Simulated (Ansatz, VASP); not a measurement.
CaSe in VASP and in Ansatz

File INCAR:

```
PREC = Accurate
ENCUT = 520
EDIFF = 1E-7
ISMEAR = 0
SIGMA = 0.05
LREAL = F
LASPH = T
NELM = 60
ALGO = Normal
ISIF = 2
LWAVE = F
LCHARG = F
GGA = CA
NBANDS = 15
```

KPOINTS

```
Automatic mesh
0
Gamma
  8 8 8
```

The input POSCAR:

```
CaSe
1.0
    0.0000000000      3.8095717218      2.4762216192
    3.8095717218      0.0000000000      2.4762216192
    3.8095717218      3.8095717218      0.0000000000
Ca Se
1 1
Direct
    0.0000000000      0.0000000000      0.0000000000
    0.7500000000      0.7500000000      0.7500000000
```

Input for Ansatz:

```yaml
crystal:
  lattice:
    - [0.0, 3.8095717218, 2.4762216192]
    - [3.8095717218, 0.0, 2.4762216192]
    - [3.8095717218, 3.8095717218, 0.0]
  atoms:
    - { symbol: Ca, position: [0.0, 0.0, 0.0] }
    - { symbol: Se, position: [0.75, 0.75, 0.75] }
basis:
  ecutwfc: 420
kpoints:
  mp_grid: { grid: [8, 8, 8] }
hamiltonian:
  xc: lda
scf:
  occupations: { method: gaussian, width: 0.05 }
output:
  forces: true
  stress: true
  eigenvalues: true
```

Alike in both runs: task single point; functional LDA; k mesh 8 × 8 × 8; occupations gaussian, width 0.05 eV; no spin polarisation.

|  | VASP | Ansatz |
| --- | --- | --- |
| version | VASP 6.6.1 | Ansatz 0.2.0 |
| potentials or method | VASP PAW LDA potentials, release 64 (Ca_sv, Se), cutoff 520 eV | scalar-relativistic, plane waves, PAW |
| valence electrons in the cell | 16 | 26 |

VASP gave:

| Item | Value |
| --- | --- |
| gap on the k mesh at the Fermi level (eV) | 2.00 |
| least direct gap on the mesh (eV) | 2.10 |
| pressure (GPa) | -5.6 |
| traceless stress, the component that is largest in VASP (GPa) | 1.94 |

Problem. What did Ansatz give for the same quantities?

Solution. gap on the k mesh at the Fermi level (eV): 1.98; least direct gap on the mesh (eV): 2.09; pressure (GPa): -5.7; traceless stress, the component that is largest in VASP (GPa): 1.99.

LDA's correlation is that of Perdew and Zunger in VASP and of Perdew and Wang (1992) in Ansatz. VASP's potentials hold 16 valence electrons a cell and Ansatz's 26, so a difference there can come from the potentials and not from the codes.
